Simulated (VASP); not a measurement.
# Al in VASP: notebook

Aim: see how the results for Al move with the level of theory and the settings. Levels: PBEsol, r2SCAN. Tasks: single point.

All numbers are computed with VASP 6.6.1; they aren't measurements. Logs are shortened: lines on timing, memory, paths and dates and some standing lists are left out, and cuts for length are marked.

### 1 The cell of the first run

The cell holds a slab with vacuum, 13 atoms: a = 4.014 Å, b = 2.839 Å, c = 33.032 Å, α = 90.00°, β = 90.00°, γ = 90.00°.

### 2 Single point, PBEsol

Contents of INCAR:

```
SYSTEM = Al
PREC = Accurate
ENCUT = 520
EDIFF = 1E-6
ISMEAR = 1
SIGMA = 0.1
LREAL = .False.
LASPH = .True.
NELM = 100
ALGO = Normal
ISIF = 2
LWAVE = .False.
LCHARG = .True.
LDIPOL = .True.
IDIPOL = 3
DIPOL = 0.5 0.5 0.500
GGA = PS
LELF = .True.
LVHAR = .True.
LVACPOTAV = .True.
NBANDS = 32
```

Contents of KPOINTS:

```
Automatic mesh
0
Gamma
  8 12 1
  0 0 0
```

Contents of POSCAR:

```
Al
1.0
    4.0144529650      0.0000000000      0.0000000000
    0.0000000000      2.8386469140      0.0000000000
    0.0000000000      0.0000000000     33.0318814840
Al
13
Direct
    0.0000000000      0.0000000000      0.2421902611
    0.5000000000      0.5000000000      0.2851585509
    0.0000000000      0.0000000000      0.3281268407
    0.5000000000      0.5000000000      0.3710951305
    0.0000000000      0.0000000000      0.4140634204
    0.5000000000      0.5000000000      0.4570317102
    0.0000000000      0.0000000000      0.5000000000
    0.5000000000      0.5000000000      0.5429682898
    0.0000000000      0.0000000000      0.5859365796
    0.5000000000      0.5000000000      0.6289048695
    0.0000000000      0.0000000000      0.6718731593
    0.5000000000      0.5000000000      0.7148414491
    0.0000000000      0.0000000000      0.7578097389
```

Potentials or basis: VASP PAW PBE potentials, release 64 (Al).

Command:

```bash
$ cat potpaw_PBE.64/Al/POTCAR > POTCAR
$ mpirun -np 1 vasp_std > vasp.out
```

OUTCAR:

```text
SYSTEM = Al
   PREC = Accurate
   ENCUT = 520
   EDIFF = 1E-6
   ISMEAR = 1
   LREAL = .False.
   LASPH = .True.
   NELM = 100
   ISIF = 2
   GGA = PS

 ion  position               nearest neighbor table
   1  0.000  0.000  0.242-   3 2.84   2 2.84   2 2.84   2 2.84   2 2.84
   2  0.500  0.500  0.285-   4 2.84   3 2.84   1 2.84   1 2.84   3 2.84   1 2.84   3 2.84   1 2.84
                             3 2.84
   3  0.000  0.000  0.328-   1 2.84   2 2.84   4 2.84   2 2.84   4 2.84   2 2.84   4 2.84   2 2.84
                             4 2.84   5 2.84
   4  0.500  0.500  0.371-   2 2.84   3 2.84   3 2.84   3 2.84   3 2.84   5 2.84   5 2.84   5 2.84
                             5 2.84   6 2.84
   5  0.000  0.000  0.414-   7 2.84   6 2.84   6 2.84   6 2.84   6 2.84   4 2.84   4 2.84   4 2.84
                             4 2.84   3 2.84
   6  0.500  0.500  0.457-   8 2.84   7 2.84   5 2.84   5 2.84   7 2.84   5 2.84   7 2.84   5 2.84
                             7 2.84   4 2.84
   7  0.000  0.000  0.500-   5 2.84   9 2.84   8 2.84   6 2.84   6 2.84   8 2.84   6 2.84   8 2.84
                             6 2.84   8 2.84
   8  0.500  0.500  0.543-   6 2.84   7 2.84   9 2.84   7 2.84   9 2.84   7 2.84   9 2.84   7 2.84
                             9 2.84  10 2.84
   9  0.000  0.000  0.586-   7 2.84   8 2.84   8 2.84   8 2.84   8 2.84  10 2.84  10 2.84  10 2.84
                            10 2.84  11 2.84
  10  0.500  0.500  0.629-  12 2.84  11 2.84  11 2.84  11 2.84  11 2.84   9 2.84   9 2.84   9 2.84
                             9 2.84   8 2.84
  11  0.000  0.000  0.672-  13 2.84  12 2.84  10 2.84  10 2.84  12 2.84  10 2.84  12 2.84  10 2.84
                            12 2.84   9 2.84
  12  0.500  0.500  0.715-  10 2.84  11 2.84  13 2.84  11 2.84  13 2.84  11 2.84  13 2.84  11 2.84
                            13 2.84
  13  0.000  0.000  0.758-  11 2.84  12 2.84  12 2.84  12 2.84  12 2.84

  LATTYP: Found a simple orthorhombic cell.
 ALAT       =     2.8386469140
 B/A-ratio  =     1.4142135625
 C/A-ratio  =    11.6364882582

  Lattice vectors:

 A1 = (   0.0000000000,  -2.8386469140,   0.0000000000)
 A2 = (   4.0144529650,   0.0000000000,   0.0000000000)
 A3 = (   0.0000000000,   0.0000000000,  33.0318814840)

Analysis of symmetry for initial positions (statically):
=====================================================================
 Subroutine PRICEL returns:
 Original cell was already a primitive cell.

 Routine SETGRP: Setting up the symmetry group for a
 simple orthorhombic supercell.

 Subroutine GETGRP returns: Found  8 space group operations
 (whereof  8 operations were pure point group operations)
 out of a pool of  8 trial point group operations.

The static configuration has the point symmetry D_2h.

Analysis of symmetry for dynamics (positions and initial velocities):
=====================================================================
 Subroutine PRICEL returns:
 Original cell was already a primitive cell.

 Routine SETGRP: Setting up the symmetry group for a
 simple orthorhombic supercell.

 Subroutine GETGRP returns: Found  8 space group operations
 (whereof  8 operations were pure point group operations)
 out of a pool of  8 trial point group operations.

The dynamic configuration has the point symmetry D_2h.

 Subroutine INISYM returns: Found  8 space group operations
 (whereof  8 operations are pure point group operations),
 and found     1 'primitive' translations

----------------------------------------------------------------------------------------

                                     Primitive cell

  volume of cell :     376.4186

  direct lattice vectors                    reciprocal lattice vectors
     4.014452965  0.000000000  0.000000000     0.249099942  0.000000000  0.000000000
     0.000000000  2.838646914  0.000000000     0.000000000  0.352280516  0.000000000
     0.000000000  0.000000000 33.031881484     0.000000000  0.000000000  0.030273783

  length of vectors
     4.014452965  2.838646914 33.031881484     0.249099942  0.352280516  0.030273783

  position of ions in fractional coordinates (direct lattice)
     0.000000000  0.000000000  0.242190261
     0.500000000  0.500000000  0.285158551
     0.000000000  0.000000000  0.328126841
     0.500000000  0.500000000  0.371095131
     0.000000000  0.000000000  0.414063420
     0.500000000  0.500000000  0.457031710
     0.000000000  0.000000000  0.500000000
     0.500000000  0.500000000  0.542968290
     0.000000000  0.000000000  0.585936580
     0.500000000  0.500000000  0.628904869
     0.000000000  0.000000000  0.671873159
     0.500000000  0.500000000  0.714841449
     0.000000000  0.000000000  0.757809739

  ion indices of the primitive-cell ions
   primitive index   ion index
                 1           1
                 2           2
                 3           3
                 4           4
                 5           5
                 6           6
                 7           7
                 8           8
                 9           9
                10          10
                11          11
                12          12
                13          13

----------------------------------------------------------------------------------------

 KPOINTS: Automatic mesh

Automatic generation of k-mesh.
 Grid dimensions read from file:
 generate k-points for:    8   12    1

 Generating k-lattice:

  Cartesian coordinates                     Fractional coordinates (reciprocal lattice)
     0.031137493  0.000000000  0.000000000     0.125000000  0.000000000  0.000000000
     0.000000000  0.029356710  0.000000000     0.000000000  0.083333333  0.000000000
     0.000000000  0.000000000  0.030273783     0.000000000  0.000000000  1.000000000

  Length of vectors
     0.031137493  0.029356710  0.030273783

  Shift w.r.t. Gamma in fractional coordinates (k-lattice)
     0.000000000  0.000000000  0.000000000

 Subroutine IBZKPT returns following result:
 ===========================================

 Found     35 irreducible k-points:

 Following reciprocal coordinates:
            Coordinates               Weight
  0.000000  0.000000  0.000000      1.000000
  0.125000  0.000000  0.000000      2.000000
  0.250000  0.000000  0.000000      2.000000
  0.375000  0.000000  0.000000      2.000000
  0.500000  0.000000  0.000000      1.000000
  0.000000  0.083333  0.000000      2.000000
[... 16 lines left out ...]
  0.250000  0.333333  0.000000      4.000000
  0.375000  0.333333  0.000000      4.000000
 [... further k-points ...]
   k-points           NKPTS =     35   k-points in BZ     NKDIM =     35   number of bands    NBANDS=     32
   number of dos      NEDOS =    301   number of ions     NIONS =     13
   total plane-waves  NPLWV = 180000
   dimension x,y,z NGX =    30 NGY =   24 NGZ =  250
   dimension x,y,z NGXF=    60 NGYF=   48 NGZF=  500
   ions per type =              13
   NGX,Y,Z   is equivalent  to a cutoff of  12.42, 14.06, 12.58 a.u.
   NGXF,Y,Z  is equivalent  to a cutoff of  24.85, 28.11, 25.16 a.u.
 SYSTEM =  Al
   PREC   = accura    normal or accurate (medium, high low for compatibility)
   ISTART =      0    job   : 0-new  1-cont  2-samecut
   ICHARG =      2    charge: 1-file 2-atom 10-const
   ISPIN  =      1    spin polarized calculation?
   LNONCOLLINEAR =      F non collinear calculations
   LSORBIT =      F    spin-orbit coupling
   LASPH  =      T    aspherical Exc in radial PAW
   ENCUT  =  520.0 eV  38.22 Ry    6.18 a.u.   7.46  5.28 61.42*2*pi/ulx,y,z
   NELM   =    100;   NELMIN=  2; NELMDL= -5     # of ELM steps
   EDIFF  = 0.1E-05   stopping-criterion for ELM
   LREAL  =      F    real-space projection
   EDIFFG = 0.1E-04   stopping-criterion for IOM
   NSW    =      0    number of steps for IOM
   IBRION =     -1    ionic relax: 0-MD 1-quasi-New 2-CG
   NFREE  =      0    steps in history (QN), initial steepest desc. (CG)
   ISIF   =      2    stress and relaxation
   ISYM   =      2    0-nonsym 1-usesym 2-fastsym
   POTIM  = 0.5000    time-step for ionic-motion
   TEBEG  =    0.0;   TEEND  =   0.0 temperature during run
   PSTRESS=    0.0 pullay stress
   NELECT =      39.0000    total number of electrons
   NUPDOWN=      -1.0000    fix difference up-down
   EMIN   =  10.00;   EMAX   =-10.00  energy-range for DOS
   EFERMI =   0.00;   METHOD = LEGACY
   ISMEAR =     1;   SIGMA  =   0.10  broadening in eV -4-tet -1-fermi 0-gaus
   EFERMI_NEDOS =   21; number of points for ismear=-14 and -15
   IALGO  =     38    algorithm
   IMIX   =      4    mixing-type and parameters
     AMIX     =   0.40;   BMIX     =  1.00
     AMIX_MAG =   1.60;   BMIX_MAG =  1.00
  volume/ion in A,a.u.               =      28.96       195.40
  Fermi-wavevector in a.u.,A,eV,Ry     =   0.768905  1.453020  8.043967  0.591215
  Thomas-Fermi vector in A             =   1.869779
   LORBIT       =      0    0 simple, 1 ext, 2 COOP (PROOUT), +10 PAW based schemes
   GGA     = PS    functional components
   LHFCALC =     F    Hartree Fock is set to
   AEXX    =    0.0000 exact exchange contribution
   IVDW    =     0    specifies the selected vdW correction
   LEPSILON=     F    determine dielectric tensor
   LRPA    =     F    only Hartree local field effects (RPA)
 non-spin polarized calculation
 Methfessel and Paxton  Order N= 1 SIGMA  =   0.10
  energy-cutoff  :      520.00
  volume of cell :      376.42
 maximum number of plane-waves:     10183
 NGX is ok and might be reduce to    30
   NGX = 15   NGY = 11   NGZ =123

 number of electron      39.0000000 magnetization

 dipolmoment           0.000000      0.000000     -0.000000 electrons x Angstroem

 Free energy of the ion-electron system (eV)
  ---------------------------------------------------
  ext. energy  EPLUGINS =         0.00000000
  ---------------------------------------------------
  free energy    TOTEN  =       -51.54499983 eV

  energy without entropy =      -51.54166536  energy(sigma->0) =      -51.54388834

 E-fermi :   2.7565     XC(G=0):  -6.4085

 val. band max:        2.7533042497   @ k =   0.3750   0.4167   0.0000
 cond. band min:       2.7665383696   @ k =   0.0000   0.2500   0.0000
 fundamental gap:      0.0132341199
 Fermi energy:         2.7565009011

 k-point     1 :       0.0000    0.0000    0.0000
  band No.  band energies     occupation
      1      -8.4054      2.00000
      2      -8.1059      2.00000
      3      -7.5862      2.00000
      4      -6.8955      2.00000
      5      -6.0092      2.00000
      6      -4.9749      2.00000
[... 23 lines left out ...]
     30       6.7367      0.00000
     31       6.9518      0.00000

 k-point     2 :       0.1250    0.0000    0.0000
  band No.  band energies     occupation
      1      -8.2621      2.00000
      2      -7.9630      2.00000
      3      -7.4439      2.00000
      4      -6.7541      2.00000
      5      -5.8690      2.00000
      6      -4.8368      2.00000
[... 23 lines left out ...]
     30       6.8503      0.00000
     31       7.0675      0.00000

 k-point     3 :       0.2500    0.0000    0.0000
  band No.  band energies     occupation
      1      -7.8331      2.00000
      2      -7.5350      2.00000
      3      -7.0178      2.00000
      4      -6.3310      2.00000
      5      -5.4505      2.00000
      6      -4.4264      2.00000
[... 703 lines left out ...]
     30       5.5382      0.00000
     31       5.6624      0.00000

 k-point    24 :       0.3750    0.3333    0.0000
  band No.  band energies     occupation
      1      -5.1154      2.00000
      2      -4.8233      2.00000
      3      -4.3164      2.00000
      4      -3.6456      2.00000
      5      -2.9020      2.00000
      6      -2.7851      2.00000
[... 23 lines left out ...]
     30       4.8820      0.00000
     31       5.5563      0.00000

 [... further k-points ...]

 [bands above 31 left out]

------------------------ aborting loop because EDIFF is reached ----------------------------------------

  FORCE on cell =-STRESS in cart. coord.  units (eV):
  Direction    XX          YY          ZZ          XY          YZ          ZX
  --------------------------------------------------------------------------------------
  -------------------------------------------------------------------------------------
  Total       -3.1109682     -2.2346745      1.6992272     -0.0000000      0.0000000      0.0000000
  in kB      -13.2414362     -9.5116047      7.2325420     -0.0000000      0.0000000      0.0000000
  external PRESSURE =      -5.1734996 kB  Pullay stress =       0.0000000 kB

 VOLUME and BASIS-vectors are now :
 -----------------------------------------------------------------------------
  energy-cutoff  :      520.00
  volume of cell :      376.42
      direct lattice vectors                 reciprocal lattice vectors
     4.014452965  0.000000000  0.000000000     0.249099942  0.000000000  0.000000000
     0.000000000  2.838646914  0.000000000     0.000000000  0.352280516  0.000000000
     0.000000000  0.000000000 33.031881484     0.000000000  0.000000000  0.030273783

 POSITION                                       TOTAL-FORCE (eV/Angst)
 -----------------------------------------------------------------------------------
      0.00000      0.00000      8.00000         0.000000      0.000000      0.114967
      2.00723      1.41932      9.41932         0.000000      0.000000     -0.222121
      0.00000      0.00000     10.83865         0.000000      0.000000     -0.057011
      2.00723      1.41932     12.25797         0.000000      0.000000     -0.051081
      0.00000      0.00000     13.67729         0.000000      0.000000      0.012149
      2.00723      1.41932     15.09662         0.000000      0.000000      0.174831
      0.00000      0.00000     16.51594         0.000000      0.000000      0.000000
      2.00723      1.41932     17.93526         0.000000      0.000000     -0.174831
      0.00000      0.00000     19.35459         0.000000      0.000000     -0.012149
      2.00723      1.41932     20.77391         0.000000      0.000000      0.051081
      0.00000      0.00000     22.19323         0.000000      0.000000      0.057011
      2.00723      1.41932     23.61256         0.000000      0.000000      0.222121
      0.00000      0.00000     25.03188         0.000000      0.000000     -0.114967
 -----------------------------------------------------------------------------------
    total drift:                                0.000000     -0.000000     -0.000000

  FREE ENERGIE OF THE ION-ELECTRON SYSTEM (eV)
  ---------------------------------------------------
  free  energy   TOTEN  =       -51.5449998324 eV

  energy  without entropy=      -51.5416653597  energy(sigma->0) =      -51.54388834

 vacuum level on the upper side and lower side of the slab         6.940         6.940
```

It took 17 min on 1 thread of Oxide Virtual Turin-like, shared host; peak memory 0.55 GiB.

Results:

| Property | Result |
| --- | --- |
| Free energy | -51.5450 eV |
| Largest force | 0.222 eV/Å |
| Band gap on the k mesh | zero (an odd number of electrons rules out a gap without spin polarisation) |

Forces in eV/Å, atoms in the order of the input:
```
Al   0.000  0.000  0.115
Al   0.000  0.000 -0.222
Al   0.000  0.000 -0.057
Al   0.000  0.000 -0.051
Al   0.000  0.000  0.012
Al   0.000  0.000  0.175
Al   0.000  0.000  0.000
Al   0.000  0.000 -0.175
Al   0.000  0.000 -0.012
Al   0.000  0.000  0.051
Al   0.000  0.000  0.057
Al   0.000  0.000  0.222
Al   0.000  0.000 -0.115
```

Levels at points of the mesh, in eV from the Fermi level:
```csv
k point,band 15,band 16,band 17,band 18,band 19,band 20,band 21,band 22,band 23,band 24
"(0.00, 0.00, 0.00)",-1.48,-1.20,-1.07,-0.64,-0.63,-0.05,0.34,0.56,0.95,1.49
"(0.50, 0.00, 0.00)",-3.38,-2.69,-2.06,-1.17,-0.64,0.42,0.84,1.99,2.38,3.44
"(0.00, 0.50, 0.00)",-0.77,-0.62,0.45,0.77,1.33,1.34,1.60,1.62,1.78,2.06
"(0.50, 0.50, 0.00)",-2.97,-2.71,-2.42,-2.34,-2.23,-1.77,-1.49,-1.44,-1.40,-0.80
```

Caveat: the PAW data sets were made with another functional, which shifts forces and pressure a little.

### 3 Single point, r2SCAN

This run uses another cell than the first one: it holds 11 atoms, not 13.

Contents of POSCAR:

```
Al
1.0
    3.9910422520      0.0000000000      0.0000000000
    0.0000000000      2.8220930400      0.0000000000
    0.0000000000      0.0000000000     30.1104652000
Al
11
Direct
    0.0000000000      0.0000000000      0.2656883561
    0.5000000000      0.5000000000      0.3125506849
    0.0000000000      0.0000000000      0.3594130137
    0.5000000000      0.5000000000      0.4062753424
    0.0000000000      0.0000000000      0.4531376712
    0.5000000000      0.5000000000      0.5000000000
    0.0000000000      0.0000000000      0.5468623288
    0.5000000000      0.5000000000      0.5937246576
    0.0000000000      0.0000000000      0.6405869863
    0.5000000000      0.5000000000      0.6874493151
    0.0000000000      0.0000000000      0.7343116439
```

Contents of INCAR.step1:

```
ALGO = Normal ; DIPOL = 0.5 0.5 0.500
EDIFF = 1E-4 ; ENCUT = 520
GGA = PE ; IDIPOL = 3
ISMEAR = 1 ; LASPH = True
LCHARG = False ; LDIPOL = True
LREAL = False ; LWAVE = True
NBANDS = 28 ; NELM = 60
PREC = Accurate ; SIGMA = 0.1
```

Contents of INCAR.step2:

```
ALGO = Normal ; DIPOL = 0.5 0.5 0.500
EDIFF = 1E-6 ; ENCUT = 520
IDIPOL = 3 ; ISIF = 2
ISMEAR = 1 ; ISTART = 1
LASPH = True ; LCHARG = True
LDIPOL = True ; LELF = True
LMIXTAU = True ; LREAL = False
LVACPOTAV = True ; LVHAR = True
LWAVE = False ; METAGGA = R2SCAN
NBANDS = 28 ; NELM = 60
PREC = Accurate ; SIGMA = 0.1
```

Contents of KPOINTS:

```
k-points
0
Gamma
  8 12 1
```

Potentials or basis: VASP PAW PBE potentials, release 64 (Al).

Command:

```bash
$ cat potpaw_PBE.64/Al/POTCAR > POTCAR
$ cp INCAR.step1 INCAR
$ mpirun -np 1 vasp_std > vasp.out
$ cp INCAR.step2 INCAR
$ mpirun -np 1 vasp_std > vasp.out
```

Wall time 51 min (1 thread of Oxide Virtual Turin-like, shared host); peak memory 0.53 GiB.

It converged, with:

```yaml
Free_energy: -72.4518 eV
Largest_force: 0.238 eV/Å
Band_gap_on_the_k_mesh: zero (an odd number of electrons rules out a gap without spin polarisation)
```

Forces in eV/Å, atoms in the order of the input:
```
Al   0.000  0.000  0.238
Al   0.000  0.000 -0.210
Al   0.000  0.000 -0.034
Al   0.000  0.000 -0.042
Al   0.000  0.000  0.057
Al   0.000  0.000  0.000
Al   0.000  0.000 -0.057
Al   0.000  0.000  0.042
Al   0.000  0.000  0.034
Al   0.000  0.000  0.210
Al   0.000  0.000 -0.238
```

Levels at points of the mesh, in eV from the Fermi level:
| k point | band 13 | band 14 | band 15 | band 16 | band 17 | band 18 | band 19 | band 20 |
| --- | --- | --- | --- | --- | --- | --- | --- | --- |
| (0.00, 0.00, 0.00) | -1.55 | -1.14 | -1.10 | -0.30 | -0.30 | 0.10 | 0.87 | 1.53 |
| (0.50, 0.00, 0.00) | -3.53 | -2.59 | -1.87 | -0.65 | -0.11 | 1.32 | 1.74 | 3.14 |
| (0.00, 0.50, 0.00) | -0.63 | -0.43 | 0.89 | 1.30 | 1.37 | 1.37 | 1.75 | 1.79 |
| (0.50, 0.50, 0.00) | -3.06 | -2.96 | -2.64 | -2.13 | -1.93 | -1.82 | -1.66 | -0.97 |

Caveat: the PAW data sets were made with another functional, which shifts forces and pressure a little.
